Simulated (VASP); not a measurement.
# Sb2Au (Fm-3m) in VASP: further runs, part 2 of 3

VASP 6.6.1.

### 4 Electric field gradients, LDA (24.33 Å³/atom)

This run uses another cell than the first one, of 24.33 Å³/atom.

Contents of INCAR:

```
  ALGO = Normal
  EDIFF = 1E-8
  ENCUT = 520
  ISIF = 2
  ISMEAR = -1
  LASPH = T
  LCHARG = F
  LEFG = T
  LREAL = F
  LWAVE = F
  NBANDS = 18
  NELM = 80
  PREC = Accurate
  SIGMA = 0.08
```

Contents of KPOINTS:

```
k-points
0
Gamma
  9 9 9
```

Contents of POSCAR:

```
Sb2Au
1.0
    0.0000000000      3.3168694821      3.3168694821
    3.3168694821      0.0000000000      3.3168694821
    3.3168694821      3.3168694821      0.0000000000
Sb Au
2 1
Direct
    0.2500000000      0.2500000000      0.2500000000
    0.7500000000      0.7500000000      0.7500000000
    0.0000000000      0.0000000000      0.0000000000
```

Potentials or basis: VASP PAW LDA potentials, release 64 (Sb, Au).

Launch:

```
$ cat potpaw_LDA.64/Sb/POTCAR potpaw_LDA.64/Au/POTCAR > POTCAR
$ mpirun -np 1 vasp_std > vasp.out
```

OUTCAR:

```text
EDIFF = 1E-8
   ENCUT = 520
   ISIF = 2
   ISMEAR = -1
   LASPH = T
   LREAL = F
   NELM = 80
   PREC = Accurate

 ion  position               nearest neighbor table
   1  0.250  0.250  0.250-   3 2.87   3 2.87   3 2.87   3 2.87   2 3.32   2 3.32   2 3.32   2 3.32
                             2 3.32   2 3.32
   2  0.750  0.750  0.750-   3 2.87   3 2.87   3 2.87   3 2.87   1 3.32   1 3.32   1 3.32   1 3.32
                             1 3.32   1 3.32
   3  0.000  0.000  0.000-   2 2.87   2 2.87   2 2.87   1 2.87   2 2.87   1 2.87   1 2.87   1 2.87

  LATTYP: Found a face centered cubic cell.
 ALAT       =     6.6337389642

  Lattice vectors:

 A1 = (   0.0000000000,   3.3168694821,   3.3168694821)
 A2 = (   3.3168694821,   0.0000000000,   3.3168694821)
 A3 = (   3.3168694821,   3.3168694821,   0.0000000000)

Analysis of symmetry for initial positions (statically):
=====================================================================
 Subroutine PRICEL returns:
 Original cell was already a primitive cell.

 Routine SETGRP: Setting up the symmetry group for a
 face centered cubic supercell.

 Subroutine GETGRP returns: Found 48 space group operations
 (whereof 48 operations were pure point group operations)
 out of a pool of 48 trial point group operations.

The static configuration has the point symmetry O_h .

Analysis of symmetry for dynamics (positions and initial velocities):
=====================================================================
 Subroutine PRICEL returns:
 Original cell was already a primitive cell.

 Routine SETGRP: Setting up the symmetry group for a
 face centered cubic supercell.

 Subroutine GETGRP returns: Found 48 space group operations
 (whereof 48 operations were pure point group operations)
 out of a pool of 48 trial point group operations.

The dynamic configuration has the point symmetry O_h .

 Subroutine INISYM returns: Found 48 space group operations
 (whereof 48 operations are pure point group operations),
 and found     1 'primitive' translations

----------------------------------------------------------------------------------------

                                     Primitive cell

  volume of cell :      72.9819

  direct lattice vectors                    reciprocal lattice vectors
     0.000000000  3.316869482  3.316869482    -0.150744551  0.150744551  0.150744551
     3.316869482  0.000000000  3.316869482     0.150744551 -0.150744551  0.150744551
     3.316869482  3.316869482  0.000000000     0.150744551  0.150744551 -0.150744551

  length of vectors
     4.690761806  4.690761806  4.690761806     0.261097221  0.261097221  0.261097221

  position of ions in fractional coordinates (direct lattice)
     0.250000000  0.250000000  0.250000000
     0.750000000  0.750000000  0.750000000
     0.000000000  0.000000000  0.000000000

  ion indices of the primitive-cell ions
   primitive index   ion index
                 1           1
                 2           2
                 3           3

[... 80 lines left out ...]
   TEBEG  =    0.0;   TEEND  =   0.0 temperature during run
   PSTRESS=    0.0 pullay stress
   NELECT =      21.0000    total number of electrons
   NUPDOWN=      -1.0000    fix difference up-down
   EMIN   =  10.00;   EMAX   =-10.00  energy-range for DOS
   EFERMI =   0.00;   METHOD = LEGACY
   ISMEAR =    -1;   SIGMA  =   0.08  broadening in eV -4-tet -1-fermi 0-gaus
   EFERMI_NEDOS =   21; number of points for ismear=-14 and -15
   IALGO  =     38    algorithm
   IMIX   =      4    mixing-type and parameters
     AMIX     =   0.40;   BMIX     =  1.00
     AMIX_MAG =   1.60;   BMIX_MAG =  1.00
  volume/ion in A,a.u.               =      24.33       164.17
  Fermi-wavevector in a.u.,A,eV,Ry     =   1.080794  2.042404 15.893175  1.168115
  Thomas-Fermi vector in A             =   2.216794
   LORBIT       =      0    0 simple, 1 ext, 2 COOP (PROOUT), +10 PAW based schemes
   GGA     = CA    functional components
   LHFCALC =     F    Hartree Fock is set to
   AEXX    =    0.0000 exact exchange contribution
   IVDW    =     0    specifies the selected vdW correction
   LEPSILON=     F    determine dielectric tensor
   LRPA    =     F    only Hartree local field effects (RPA)
 non-spin polarized calculation
  energy-cutoff  :      520.00
  volume of cell :       72.98
 maximum number of plane-waves:      1989
   NGX = 17   NGY = 17   NGZ = 17

 number of electron      20.9999999 magnetization

 Free energy of the ion-electron system (eV)
  ---------------------------------------------------
  ext. energy  EPLUGINS =         0.00000000
  ---------------------------------------------------
  free energy    TOTEN  =       -13.84560490 eV

  energy without entropy =      -13.82101482  energy(sigma->0) =      -13.83330986

 E-fermi :   8.7791     XC(G=0): -10.6973

 val. band max:        8.7083869519   @ k =  -0.1111   0.1111   0.0000
 cond. band min:       8.8122457627   @ k =   0.3333   0.1111   0.0000
 fundamental gap:      0.1038588107
 Fermi energy:         8.7791139229

 k-point     1 :       0.0000    0.0000    0.0000
  band No.  band energies     occupation
      1      -4.3050      2.00000
      2       1.9871      2.00000
      3       2.0774      2.00000
      4       2.0774      2.00000
      5       2.0774      2.00000
      6       3.3900      2.00000
[... 481 lines left out ...]
      5       2.9814      2.00000
      6       3.5014      2.00000
[... 10 lines left out ...]
     17      16.8748      0.00000
     18      16.8748      0.00000

 [... further k-points ...]

------------------------ aborting loop because EDIFF is reached ----------------------------------------

  FORCE on cell =-STRESS in cart. coord.  units (eV):
  Direction    XX          YY          ZZ          XY          YZ          ZX
  --------------------------------------------------------------------------------------
  -------------------------------------------------------------------------------------
  Total        1.9174140      1.9174140      1.9174140     -0.0000000      0.0000000     -0.0000000
  in kB       42.0931419     42.0931419     42.0931419     -0.0000000      0.0000000     -0.0000000
  external PRESSURE =      42.0931419 kB  Pullay stress =       0.0000000 kB

 VOLUME and BASIS-vectors are now :
 -----------------------------------------------------------------------------
  energy-cutoff  :      520.00
  volume of cell :       72.98
      direct lattice vectors                 reciprocal lattice vectors
     0.000000000  3.316869482  3.316869482    -0.150744551  0.150744551  0.150744551
     3.316869482  0.000000000  3.316869482     0.150744551 -0.150744551  0.150744551
     3.316869482  3.316869482  0.000000000     0.150744551  0.150744551 -0.150744551

 POSITION                                       TOTAL-FORCE (eV/Angst)
 -----------------------------------------------------------------------------------
      1.65843      1.65843      1.65843         0.000000      0.000000      0.000000
      4.97530      4.97530      4.97530        -0.000000     -0.000000     -0.000000
      0.00000      0.00000      0.00000         0.000000     -0.000000     -0.000000
 -----------------------------------------------------------------------------------
    total drift:                               -0.000000      0.000000      0.000000

  FREE ENERGIE OF THE ION-ELECTRON SYSTEM (eV)
  ---------------------------------------------------
  free  energy   TOTEN  =       -13.8456048962 eV

  energy  without entropy=      -13.8210148229  energy(sigma->0) =      -13.83330986

 Electric field gradients (V/A^2)
---------------------------------------------------------------------
 ion       V_xx      V_yy      V_zz      V_xy      V_xz      V_yz
---------------------------------------------------------------------
   1      -0.000     0.000     0.000     0.000     0.000     0.000
   2      -0.000     0.000     0.000     0.000     0.000     0.000
   3      -0.000    -0.000    -0.000     0.001     0.001     0.001
---------------------------------------------------------------------

 Electric field gradients after diagonalization (V/A^2)
 (convention: |V_zz| > |V_xx| > |V_yy|)
----------------------------------------------------------------------
 ion       V_xx      V_yy      V_zz     asymmetry (V_yy - V_xx)/ V_zz
----------------------------------------------------------------------
   1      -0.000    -0.000     0.000       0.000
   2      -0.000    -0.000     0.000       0.000
   3      -0.001    -0.001     0.001       0.000
----------------------------------------------------------------------

           NMR quadrupolar parameters

 Cq : quadrupolar parameter    Cq=e*Q*V_zz/h
 eta: asymmetry parameters     (V_yy - V_xx)/ V_zz
 Q  : nuclear electric quadrupole moment in mb (millibarn)
----------------------------------------------------------------------
 ion       Cq(MHz)       eta       Q (mb)
----------------------------------------------------------------------
   1       0.000       0.000       1.000
   2       0.000       0.000       1.000
   3       0.000       0.000       1.000
----------------------------------------------------------------------
```

OSZICAR:

```text
N       E                     dE             d eps       ncg     rms          rms(c)
DAV:   1     0.107206896118E+03    0.10721E+03   -0.81079E+03  1260   0.959E+02
DAV:   2    -0.101201837419E+02   -0.11733E+03   -0.11283E+03  1556   0.192E+02
DAV:   3    -0.145389018491E+02   -0.44187E+01   -0.43672E+01  1446   0.400E+01
DAV:   4    -0.145773527405E+02   -0.38451E-01   -0.38410E-01  1444   0.419E+00
DAV:   5    -0.145778818270E+02   -0.52909E-03   -0.52908E-03  1428   0.509E-01    0.867E+00
DAV:   6    -0.139279569149E+02    0.64992E+00   -0.37187E+00  1336   0.174E+01    0.712E+00
DAV:   7    -0.138663339510E+02    0.61623E-01   -0.25118E-01  1314   0.470E+00    0.390E+00
DAV:   8    -0.138480381439E+02    0.18296E-01   -0.43893E-02  1390   0.131E+00    0.355E-01
DAV:   9    -0.138456067339E+02    0.24314E-02   -0.94332E-03  1336   0.961E-01    0.149E-01
DAV:  10    -0.138456099259E+02   -0.31920E-05   -0.62112E-04  1390   0.153E-01    0.337E-02
DAV:  11    -0.138456058477E+02    0.40782E-05   -0.45767E-05  1444   0.648E-02    0.120E-02
DAV:  12    -0.138456050884E+02    0.75934E-06   -0.44395E-06  1328   0.176E-02    0.588E-03
DAV:  13    -0.138456048893E+02    0.19906E-06   -0.82846E-07  1412   0.716E-03    0.214E-03
DAV:  14    -0.138456048962E+02   -0.68985E-08   -0.70799E-08  1458   0.174E-03
   1 F= -.13845605E+02 E0= -.13833310E+02  d E =-.245901E-01
```

Run time: 50 s. Hardware: 1 thread of Intel Xeon Platinum 8259CL at 2.50GHz (Skylake/Cascade Lake), shared host; peak memory 0.2 GiB.

Results:

```yaml
Free_energy: -13.8456 eV
Pressure: 4.2 GPa
Band_gap_on_the_k_mesh: zero (an odd number of electrons rules out a gap without spin polarisation)
Largest_electric_field_gradient_by_atom: zero within the noise of the run
```

Levels at points of the mesh, in eV from the Fermi level:
```csv
k point,band 6,band 7,band 8,band 9,band 10,band 11,band 12,band 13,band 14,band 15
"(0.00, 0.00, 0.00)",-5.39,-5.39,-0.23,-0.23,-0.23,0.58,0.58,0.58,1.61,2.61
```

Caveat: the cell stands under pressure; spin-orbit coupling is left out, which moves the levels of the heavy elements.

(Part 2 of 3 ends here.)
